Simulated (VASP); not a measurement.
A run of VASP 6.6.1 is set up as follows.

POSCAR

```
Bi
1.0
    3.4761031464      0.0000000000      0.0000000000
   -1.7380515732      3.0103936310      0.0000000000
    0.0000000000      0.0000000000      5.7191695095
Bi
2
Direct
    0.3333333333      0.6666666667      0.2500000000
    0.6666666667      0.3333333333      0.7500000000
```

INCAR.step1

```
PREC = Accurate
ENCUT = 520
ISMEAR = -1
SIGMA = 0.1
LREAL = F
LASPH = T
NELM = 60
NBANDS = 22
GGA = PE
ALGO = Normal
EDIFF = 1E-4
LWAVE = T
LCHARG = F
```

Contents of INCAR.step2:

```
PREC = Accurate
ENCUT = 520
EDIFF = 1E-6
ISMEAR = -1
SIGMA = 0.1
LREAL = F
LASPH = T
NELM = 60
ALGO = Normal
ISIF = 2
LWAVE = F
LCHARG = F
METAGGA = R2SCAN
LMIXTAU = T
NBANDS = 22
ISTART = 1
```

The input KPOINTS:

```
regular mesh
0
Gamma
  12 12 6
```

Potentials or basis: VASP PAW PBE potentials, release 64 (Bi_d).

Launch:

```bash
$ cat potpaw_PBE.64/Bi_d/POTCAR > POTCAR
$ cp INCAR.step1 INCAR
$ mpirun -np 1 vasp_std > vasp.out
$ cp INCAR.step2 INCAR
$ mpirun -np 1 vasp_std > vasp.out
```

Q: Estimate the band gap on the k mesh.

A: Zero (band 15 reaches 12.99 eV, above the bottom of band 16 at 5.33 eV).

Q: Predict the pressure.

A: 2.4 GPa.

Stress tensor (GPa, compression positive):
```
2.10 0.00 0.00
0.00 2.10 0.00
0.00 0.00 2.91
```

Caveat: the PAW data sets were made with another functional, which shifts forces and pressure a little; spin-orbit coupling is left out, which moves the levels of the heavy elements.
